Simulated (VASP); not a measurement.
A run of VASP 6.6.1 is set up as follows.

The input INCAR:

```
PREC = Accurate
ENCUT = 520
EDIFF = 1E-7
ISMEAR = 0
SIGMA = 0.15
LREAL = F
LASPH = T
NELM = 100
ALGO = Normal
ISIF = 2
LWAVE = F
LCHARG = F
GGA = CA
NBANDS = 16
```

File KPOINTS:

```
Automatic mesh
0
Gamma
  16 16 16
```

The input POSCAR:

```
CdS
1.0
    0.0000000000      2.7119453400      2.8358413200
    2.7119453400      0.0000000000      2.8358413200
    2.7119453400      2.7119453400      0.0000000000
Cd S
1 1
Direct
    0.0000000000      0.0000000000      0.0000000000
    0.5000000000      0.5000000000      0.5000000000
```

Potentials or basis: VASP PAW LDA potentials, release 64 (Cd, S).

Command:

```sh
$ cat potpaw_LDA.64/Cd/POTCAR potpaw_LDA.64/S/POTCAR > POTCAR
$ mpirun -np 1 vasp_std > vasp.out
```

(1) Predict the pressure.

(2) What does it give for the band gap on the k mesh?

## Answers

(1) -6.1 GPa.

(2) zero (bands 9 and 10 overlap by 0.17 eV).

Caveat: the cell differs from its parent crystal (strain -0.015 along x and y, +0.030 along z); the cell stands under tension; semilocal functionals underestimate gaps, and a narrow one can read as zero.
